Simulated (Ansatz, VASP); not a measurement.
Pt: VASP beside Ansatz

```
Pt
1.0
     2.70237   -0.00529    0.00152
    -1.35580    2.30568    0.00431
     0.00246    0.00903    4.87064
Pt
2
Direct
  0.72537 0.31081 0.73453
  0.25768 0.72945 0.22463
```

Alike in both runs: task single point; functional PBEsol; k mesh 7 × 7 × 4; no spin polarisation.

|  | VASP | Ansatz |
| --- | --- | --- |
| version | VASP 6.6.1 | Ansatz 0.2.0 |
| potentials or method | VASP PAW PBE potentials, release 64 (Pt) | plane waves, PAW |
| plane-wave cutoff (eV) | 520 | 420 |
| occupations | methfessel-paxton of order 1, width 0.1 eV | cold |
| valence electrons in the cell | 20 | 36 |

VASP gave:

```
pressure (GPa)                                                : 1.8
traceless stress, the component that is largest in VASP (GPa) : -3.16
rms of the force components (eV/Å)                            : 0.357
```

Q: Which values does Ansatz return?

A: Pressure (GPa): 2.2; traceless stress, the component that is largest in VASP (GPa): -3.22; rms of the force components (eV/Å): 0.356.

VASP's potentials were made for PBE, not for PBEsol. Atom by atom the forces differ by 0.002 eV/Å (rms over components). VASP's potentials hold 20 valence electrons a cell and Ansatz's 36, so a difference there can come from the potentials and not from the codes.

The k mesh is coarse, so the values compare programs but aren't converged. Neither program's run includes spin-orbit coupling.
